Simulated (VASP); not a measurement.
# LiCl (Fm-3m) in VASP: notebook

The runs below take LiCl through single point, with r2SCAN.

Program: VASP 6.6.1. These are calculated values, not measurements. Logs are shortened: lines on timing, memory, paths and dates and some standing lists are left out, and cuts for length are marked.

**1. The cell of the first run**

The structure is cubic, space group Fm-3m (No. 225). Conventional cell: a = 5.163 Å, b = 5.163 Å, c = 5.163 Å, α = 90.00°, β = 90.00°, γ = 90.00°. Within 3.4 Å of Li (site symmetry m-3m) lie 6 Cl at 2.58 Å. Within 3.4 Å of Cl (site symmetry m-3m) lie 6 Li at 2.58 Å.

**2. Single point, r2SCAN (volume scaled by 1.03)**

POSCAR reads:

```
LiCl
1.0
    0.0000000000      2.5815131179      2.5815131179
    2.5815131179      0.0000000000      2.5815131179
    2.5815131179      2.5815131179      0.0000000000
Li Cl
1 1
Direct
    0.0000000000      0.0000000000      0.0000000000
    0.5000000000      0.5000000000      0.5000000000
```

INCAR.step1 reads:

```
SYSTEM = LiCl
  PREC = Accurate
  ENCUT = 520
  ISMEAR = 0
  SIGMA = 0.02
  LREAL = .FALSE.
  LASPH = .TRUE.
  NELM = 100
  NBANDS = 12
  GGA = PE
  ALGO = Normal
  EDIFF = 1E-4
  LWAVE = .TRUE.
  LCHARG = .FALSE.
```

INCAR.step2 reads:

```
SYSTEM = LiCl
  PREC = Accurate
  ENCUT = 520
  EDIFF = 1E-6
  ISMEAR = 0
  SIGMA = 0.02
  LREAL = .FALSE.
  LASPH = .TRUE.
  NELM = 100
  ALGO = Normal
  ISIF = 2
  LWAVE = .FALSE.
  LCHARG = .FALSE.
  METAGGA = R2SCAN
  LMIXTAU = .TRUE.
  NBANDS = 12
  ISTART = 1
```

KPOINTS reads:

```
Automatic mesh
0
G
  8 8 8
  0 0 0
```

Potentials or basis: VASP PAW PBE potentials, release 64 (Li_sv, Cl).

Started as:

```sh
> cat potpaw_PBE.64/Li_sv/POTCAR potpaw_PBE.64/Cl/POTCAR > POTCAR
> cp INCAR.step1 INCAR
> mpirun -np 1 vasp_std > vasp.out
> cp INCAR.step2 INCAR
> mpirun -np 1 vasp_std > vasp.out
```

OUTCAR:

```text
SYSTEM = LiCl
   PREC = Accurate
   ENCUT = 520
   EDIFF = 1E-6
   ISMEAR = 0
   LREAL = .FALSE.
   LASPH = .TRUE.
   NELM = 100
   ISIF = 2
   METAGGA = R2SCAN
   ISTART = 1

 ion  position               nearest neighbor table
   1  0.000  0.000  0.000-   2 2.58   2 2.58   2 2.58   2 2.58   2 2.58   2 2.58
   2  0.500  0.500  0.500-   1 2.58   1 2.58   1 2.58   1 2.58   1 2.58   1 2.58

  LATTYP: Found a face centered cubic cell.
 ALAT       =     5.1630262358

  Lattice vectors:

 A1 = (   0.0000000000,   2.5815131179,   2.5815131179)
 A2 = (   2.5815131179,   0.0000000000,   2.5815131179)
 A3 = (   2.5815131179,   2.5815131179,   0.0000000000)

Analysis of symmetry for initial positions (statically):
=====================================================================
 Subroutine PRICEL returns:
 Original cell was already a primitive cell.

 Routine SETGRP: Setting up the symmetry group for a
 face centered cubic supercell.

 Subroutine GETGRP returns: Found 48 space group operations
 (whereof 48 operations were pure point group operations)
 out of a pool of 48 trial point group operations.

The static configuration has the point symmetry O_h .

Analysis of symmetry for dynamics (positions and initial velocities):
=====================================================================
 Subroutine PRICEL returns:
 Original cell was already a primitive cell.

 Routine SETGRP: Setting up the symmetry group for a
 face centered cubic supercell.

 Subroutine GETGRP returns: Found 48 space group operations
 (whereof 48 operations were pure point group operations)
 out of a pool of 48 trial point group operations.

The dynamic configuration has the point symmetry O_h .

 Subroutine INISYM returns: Found 48 space group operations
 (whereof 48 operations are pure point group operations),
 and found     1 'primitive' translations

----------------------------------------------------------------------------------------

                                     Primitive cell

  volume of cell :      34.4075

  direct lattice vectors                    reciprocal lattice vectors
     0.000000000  2.581513118  2.581513118    -0.193684857  0.193684857  0.193684857
     2.581513118  0.000000000  2.581513118     0.193684857 -0.193684857  0.193684857
     2.581513118  2.581513118  0.000000000     0.193684857  0.193684857 -0.193684857

  length of vectors
     3.650810863  3.650810863  3.650810863     0.335472014  0.335472014  0.335472014

  position of ions in fractional coordinates (direct lattice)
     0.000000000  0.000000000  0.000000000
     0.500000000  0.500000000  0.500000000

  ion indices of the primitive-cell ions
   primitive index   ion index
                 1           1
                 2           2

----------------------------------------------------------------------------------------

 KPOINTS: Automatic mesh

Automatic generation of k-mesh.
 Grid dimensions read from file:
 generate k-points for:    8    8    8

 Generating k-lattice:

  Cartesian coordinates                     Fractional coordinates (reciprocal lattice)
    -0.024210607  0.024210607  0.024210607     0.125000000  0.000000000  0.000000000
     0.024210607 -0.024210607  0.024210607     0.000000000  0.125000000  0.000000000
     0.024210607  0.024210607 -0.024210607     0.000000000  0.000000000  0.125000000

  Length of vectors
     0.041934002  0.041934002  0.041934002

  Shift w.r.t. Gamma in fractional coordinates (k-lattice)
     0.000000000  0.000000000  0.000000000

 Subroutine IBZKPT returns following result:
 ===========================================

 Found     29 irreducible k-points:

 Following reciprocal coordinates:
            Coordinates               Weight
  0.000000  0.000000  0.000000      1.000000
  0.125000  0.000000  0.000000      8.000000
  0.250000  0.000000  0.000000      8.000000
  0.375000  0.000000  0.000000      8.000000
  0.500000  0.000000  0.000000      4.000000
  0.125000  0.125000  0.000000      6.000000
[... 16 lines left out ...]
  0.500000  0.250000  0.125000     48.000000
 -0.375000  0.250000  0.125000     24.000000
 [... further k-points ...]
   k-points           NKPTS =     29   k-points in BZ     NKDIM =     29   number of bands    NBANDS=     12
   number of dos      NEDOS =    301   number of ions     NIONS =      2
   total plane-waves  NPLWV =  21952
   dimension x,y,z NGX =    28 NGY =   28 NGZ =   28
   dimension x,y,z NGXF=    56 NGYF=   56 NGZF=   56
   ions per type =               1   1
   NGX,Y,Z   is equivalent  to a cutoff of  12.75, 12.75, 12.75 a.u.
   NGXF,Y,Z  is equivalent  to a cutoff of  25.50, 25.50, 25.50 a.u.
 SYSTEM =  LiCl
   PREC   = accura    normal or accurate (medium, high low for compatibility)
   ISTART =      1    job   : 0-new  1-cont  2-samecut
   ICHARG =      0    charge: 1-file 2-atom 10-const
   ISPIN  =      1    spin polarized calculation?
   LNONCOLLINEAR =      F non collinear calculations
   LSORBIT =      F    spin-orbit coupling
   LASPH  =      T    aspherical Exc in radial PAW
   ENCUT  =  520.0 eV  38.22 Ry    6.18 a.u.   6.79  6.79  6.79*2*pi/ulx,y,z
   NELM   =    100;   NELMIN=  2; NELMDL=  0     # of ELM steps
   EDIFF  = 0.1E-05   stopping-criterion for ELM
   LREAL  =      F    real-space projection
   EDIFFG = 0.1E-04   stopping-criterion for IOM
   NSW    =      0    number of steps for IOM
   IBRION =     -1    ionic relax: 0-MD 1-quasi-New 2-CG
   NFREE  =      0    steps in history (QN), initial steepest desc. (CG)
   ISIF   =      2    stress and relaxation
   ISYM   =      2    0-nonsym 1-usesym 2-fastsym
   POTIM  = 0.5000    time-step for ionic-motion
   TEBEG  =    0.0;   TEEND  =   0.0 temperature during run
   PSTRESS=    0.0 pullay stress
   NELECT =      10.0000    total number of electrons
   NUPDOWN=      -1.0000    fix difference up-down
   EMIN   =  10.00;   EMAX   =-10.00  energy-range for DOS
   EFERMI =   0.00;   METHOD = LEGACY
   ISMEAR =     0;   SIGMA  =   0.02  broadening in eV -4-tet -1-fermi 0-gaus
   EFERMI_NEDOS =   21; number of points for ismear=-14 and -15
   IALGO  =     38    algorithm
   IMIX   =      4    mixing-type and parameters
     AMIX     =   0.40;   BMIX     =  1.00
     AMIX_MAG =   1.60;   BMIX_MAG =  1.00
  volume/ion in A,a.u.               =      17.20       116.10
  Fermi-wavevector in a.u.,A,eV,Ry     =   1.084402  2.049224 15.999481  1.175929
  Thomas-Fermi vector in A             =   2.220492
   LORBIT       =      0    0 simple, 1 ext, 2 COOP (PROOUT), +10 PAW based schemes
   METAGGA = R2SCAN    functional components
   LHFCALC =     F    Hartree Fock is set to
   AEXX    =    0.0000 exact exchange contribution
   IVDW    =     0    specifies the selected vdW correction
   LEPSILON=     F    determine dielectric tensor
   LRPA    =     F    only Hartree local field effects (RPA)
 non-spin polarized calculation
 Gauss-broadening in eV      SIGMA  =   0.02
  energy-cutoff  :      520.00
  volume of cell :       34.41
 maximum number of plane-waves:       941
   NGX = 13   NGY = 13   NGZ = 13

 number of electron      10.0000010 magnetization

 Free energy of the ion-electron system (eV)
  ---------------------------------------------------
  ext. energy  EPLUGINS =         0.00000000
  ---------------------------------------------------
  free energy    TOTEN  =       -12.58214075 eV

  energy without entropy =      -12.58214075  energy(sigma->0) =      -12.58214075

 E-fermi :   0.2405     XC(G=0):  -9.0724

 val. band max:        0.0434433142   @ k =   0.0000   0.0000   0.0000
 cond. band min:       7.2180621315   @ k =   0.0000   0.0000   0.0000
 fundamental gap:      7.1746188173
 Fermi energy:         0.2404766142

 k-point     1 :       0.0000    0.0000    0.0000
  band No.  band energies     occupation
      1     -44.8064      2.00000
      2     -13.8713      2.00000
      3       0.0434      2.00000
      4       0.0434      2.00000
      5       0.0434      2.00000
      6       7.2181      0.00000
      7      12.6899      0.00000
      8      12.6899      0.00000
      9      12.6899      0.00000
     10      15.3729      0.00000
     11      15.3729      0.00000
     12      15.7770      0.00000

 k-point     2 :       0.1250    0.0000    0.0000
  band No.  band energies     occupation
      1     -44.8059      2.00000
      2     -13.7970      2.00000
      3      -0.4616      2.00000
      4       0.0016      2.00000
      5       0.0016      2.00000
      6       7.6681      0.00000
      7      11.9422      0.00000
      8      12.6531      0.00000
      9      12.6532      0.00000
     10      13.9738      0.00000
     11      13.9739      0.00000
     12      16.2014      0.00000

 k-point     3 :       0.2500    0.0000    0.0000
  band No.  band energies     occupation
      1     -44.8051      2.00000
      2     -13.6082      2.00000
      3      -1.4941      2.00000
      4      -0.0951      2.00000
      5      -0.0951      2.00000
      6       8.0638      0.00000
      7      11.5583      0.00000
      8      11.5585      0.00000
      9      11.8346      0.00000
     10      14.7691      0.00000
     11      14.7691      0.00000
     12      16.7486      0.00000
[... 286 lines left out ...]
 k-point    23 :       0.5000    0.2500    0.1250
  band No.  band energies     occupation
      1     -44.8039      2.00000
      2     -13.2790      2.00000
      3      -2.2216      2.00000
      4      -1.1388      2.00000
      5      -0.4440      2.00000
      6       9.2106      0.00000
      7      10.2398      0.00000
      8      11.1968      0.00000
      9      12.3018      0.00000
     10      15.3776      0.00000
     11      18.4674      0.00000
     12      18.9250      0.00000

 k-point    24 :      -0.3750    0.2500    0.1250
  band No.  band energies     occupation
      1     -44.8037      2.00000
      2     -13.2028      2.00000
      3      -2.4509      2.00000
      4      -1.2322      2.00000
      5      -0.5311      2.00000
      6       9.0182      0.00000
      7      10.1786      0.00000
      8      11.4307      0.00000
      9      12.6664      0.00000
     10      16.4458      0.00000
     11      17.2281      0.00000
     12      19.1055      0.00000

 [... further k-points ...]
[... 5 lines left out ...]
  --------------------------------------------------------------------------------------
  -------------------------------------------------------------------------------------
  Total       -0.3279597     -0.3279597     -0.3279597      0.0000000      0.0000000      0.0000000
  in kB      -15.2713706    -15.2713706    -15.2713706      0.0000000      0.0000000      0.0000000
  external PRESSURE =     -15.2713706 kB  Pullay stress =       0.0000000 kB

 VOLUME and BASIS-vectors are now :
 -----------------------------------------------------------------------------
  energy-cutoff  :      520.00
  volume of cell :       34.41
      direct lattice vectors                 reciprocal lattice vectors
     0.000000000  2.581513118  2.581513118    -0.193684857  0.193684857  0.193684857
     2.581513118  0.000000000  2.581513118     0.193684857 -0.193684857  0.193684857
     2.581513118  2.581513118  0.000000000     0.193684857  0.193684857 -0.193684857

 POSITION                                       TOTAL-FORCE (eV/Angst)
 -----------------------------------------------------------------------------------
      0.00000      0.00000      0.00000        -0.000000     -0.000000     -0.000000
      2.58151      2.58151      2.58151         0.000000      0.000000      0.000000
 -----------------------------------------------------------------------------------
    total drift:                                0.000000      0.000000      0.000000

  FREE ENERGIE OF THE ION-ELECTRON SYSTEM (eV)
  ---------------------------------------------------
  free  energy   TOTEN  =       -12.5821407492 eV

  energy  without entropy=      -12.5821407492  energy(sigma->0) =      -12.58214075
```

It used 81 s of CPU time on 1 thread of AMD EPYC 7R13 Processor (Zen 3) (shared host).

Results:

```
Free energy            : -12.5821 eV
Band gap on the k mesh : 7.17 eV, direct
```

Caveat: the cutoff is under 1.25 times the usual one of these potentials, so pressure, stress and relaxed cells hold a basis-set (Pulay) error; the PAW data sets were made with another functional, which shifts forces and pressure a little.

**3. Single point, r2SCAN (volume scaled by 1.06)**

POSCAR reads:

```
LiCl
1.0
    0.0000000000      2.6063368823      2.6063368823
    2.6063368823      0.0000000000      2.6063368823
    2.6063368823      2.6063368823      0.0000000000
Li Cl
1 1
Direct
    0.0000000000      0.0000000000      0.0000000000
    0.5000000000      0.5000000000      0.5000000000
```

INCAR.step1: that of step 2 with these lines changed.

```diff
@@ -7,3 +7,3 @@
   LASPH = .TRUE.
-  NELM = 100
+  NELM = 60
   NBANDS = 12
```

INCAR.step2 reads:

```
SYSTEM = LiCl
  PREC = Accurate
  ENCUT = 520
  EDIFF = 1E-7
  ISMEAR = 0
  SIGMA = 0.02
  LREAL = .FALSE.
  LASPH = .TRUE.
  NELM = 60
  ALGO = Normal
  ISIF = 2
  LWAVE = .FALSE.
  LCHARG = .TRUE.
  METAGGA = R2SCAN
  LMIXTAU = .TRUE.
  LELF = .TRUE.
  LVHAR = .TRUE.
  NBANDS = 12
  ISTART = 1
```

KPOINTS reads:

```
regular mesh
0
G
  8 8 8
  0 0 0
```

Potentials or basis: VASP PAW PBE potentials, release 64 (Li_sv, Cl).

Started as:

```sh
> cat potpaw_PBE.64/Li_sv/POTCAR potpaw_PBE.64/Cl/POTCAR > POTCAR
> cp INCAR.step1 INCAR
> mpirun -np 1 vasp_std > vasp.out
> cp INCAR.step2 INCAR
> mpirun -np 1 vasp_std > vasp.out
```

It used 73 s of CPU time on 1 thread of AMD EPYC 7R13 Processor (Zen 3), with other jobs on the host.

Results (log left out):

```yaml
Free_energy: -12.5704 eV
Band_gap_on_the_k_mesh: 7.01 eV, direct
```

Levels at points of the mesh, in eV from the valence-band top:
```tsv
k point	band 1	band 2	band 3	band 4	band 5	band 6	band 7	band 8	band 9	band 10
(0.00, 0.00, 0.00)	-44.90	-13.82	0.00	0.00	0.00	7.01	12.62	12.62	12.62	15.25
(0.50, 0.00, 0.00)	-44.90	-13.30	-2.65	-0.25	-0.25	7.48	10.29	10.29	13.70	17.77
(0.50, 0.50, 0.00)	-44.90	-13.08	-2.72	-1.04	-1.04	8.67	8.99	13.14	15.03	15.03
```

Caveat: the cutoff is under 1.25 times the usual one of these potentials, so pressure, stress and relaxed cells hold a basis-set (Pulay) error; the PAW data sets were made with another functional, which shifts forces and pressure a little.

(Part 1 of 2 ends here.)
